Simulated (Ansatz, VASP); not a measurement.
One calculation of Ge7I, two programs

INCAR

```
PREC = Accurate ; ENCUT = 520
EDIFF = 1E-6 ; ISMEAR = 0
SIGMA = 0.1 ; LREAL = False
LASPH = True ; NELM = 80
ALGO = Normal ; ISIF = 2
LWAVE = False ; LCHARG = False
GGA = PE ; NBANDS = 62
```

KPOINTS

```
Automatic mesh
0
Gamma
  4 4 4
```

POSCAR

```
Ge7I
1.0
    5.7244513400      0.0000000000      0.0000000000
    0.0000000000      5.7244513400      0.0000000000
    0.0000000000      0.0000000000      5.7244513400
Ge I
7 1
Direct
    0.1704082100      0.5000000000      0.5000000000
    0.8295917900      0.5000000000      0.5000000000
    0.5000000000      0.1704082100      0.5000000000
    0.5000000000      0.8295917900      0.5000000000
    0.5000000000      0.5000000000      0.1704082100
    0.5000000000      0.5000000000      0.8295917900
    0.5000000000      0.5000000000      0.5000000000
    0.0000000000      0.0000000000      0.0000000000
```

Input for Ansatz:

```yaml
crystal:
  lattice:
    - [5.72445134, 0.0, 0.0]
    - [0.0, 5.72445134, 0.0]
    - [0.0, 0.0, 5.72445134]
  atoms:
    - { symbol: Ge, position: [0.17040821, 0.5, 0.5] }
    - { symbol: Ge, position: [0.82959179, 0.5, 0.5] }
    - { symbol: Ge, position: [0.5, 0.17040821, 0.5] }
    - { symbol: Ge, position: [0.5, 0.82959179, 0.5] }
    - { symbol: Ge, position: [0.5, 0.5, 0.17040821] }
    - { symbol: Ge, position: [0.5, 0.5, 0.82959179] }
    - { symbol: Ge, position: [0.5, 0.5, 0.5] }
    - { symbol: I, position: [0.0, 0.0, 0.0] }
basis:
  ecutwfc: 420
kpoints:
  mp_grid: { grid: [4, 4, 4] }
hamiltonian:
  xc: pbe
scf:
  occupations: { method: gaussian, width: 0.1 }
  lower_state_search: "off"
output:
  forces: true
  stress: true
  eigenvalues: true
```

Alike in both runs: task single point; functional PBE; k mesh 4 × 4 × 4; occupations gaussian, width 0.1 eV; no spin polarisation.

```csv
,VASP,Ansatz
version,VASP 6.6.1,Ansatz 0.2.0
potentials or method,"VASP PAW PBE potentials, release 64 (Ge_d, I), cutoff 520 eV","scalar-relativistic, plane waves, PAW"
valence electrons in the cell,105,115
```

VASP gave:

- gap on the k mesh at the Fermi level (eV): none
- rms of the force components (eV/Å): 4.110

Problem. What did Ansatz give for the same quantities?

Solution. gap on the k mesh at the Fermi level (eV): none; rms of the force components (eV/Å): 3.782.

Atom by atom the forces differ by 0.328 eV/Å (rms over components). A gap of «none» marks a metal or a gap that the smearing closes. VASP's potentials hold 105 valence electrons a cell and Ansatz's 115, so a difference there can come from the potentials and not from the codes.

Spin-orbit coupling is off throughout.
